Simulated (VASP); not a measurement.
**HfN: single point with PBE**

The system is HfN.

```xyz
2
Lattice="0.0000 2.2407 2.2407 2.2407 0.0000 2.2407 2.2407 2.2407 0.0000" Properties=species:S:1:pos:R:3 pbc="T T T"
Hf    0.0000    0.0000    0.0000
N     2.2407    2.2407    2.2407
```

This cell differs from its parent crystal: volume scaled by 0.98.

```json
{
 "Program": "VASP 6.6.1",
 "Task": "single point",
 "Functional": "PBE",
 "Potentials or basis": "VASP PAW PBE potentials, release 64 (Hf_pv, N)",
 "Cutoff": "520 eV",
 "k mesh": "16 × 16 × 16",
 "Occupations": "fermi-dirac, width 0.05 eV",
 "Spin": "no spin polarisation"
}
```

| Property | Result |
| --- | --- |
| Pressure | 10.3 GPa |

Levels at points of the mesh, in eV from the Fermi level:
| k point | band 6 | band 7 | band 8 | band 9 | band 10 | band 11 |
| --- | --- | --- | --- | --- | --- | --- |
| (0.00, 0.00, 0.00) | -3.06 | -3.06 | -0.36 | -0.36 | -0.36 | 2.02 |
| (0.50, 0.00, 0.00) | -6.31 | -6.31 | 3.39 | 3.83 | 3.83 | 4.55 |
| (0.50, 0.50, 0.00) | -3.92 | -3.71 | -3.71 | 4.23 | 5.71 | 5.71 |

Run time: 14 s on 1 thread of Intel(R) Xeon(R) 6975P-C (Granite Rapids), with other jobs on the host, peak memory 0.17 GiB.

Caveat: spin-orbit coupling is left out, which moves the levels of the heavy elements.
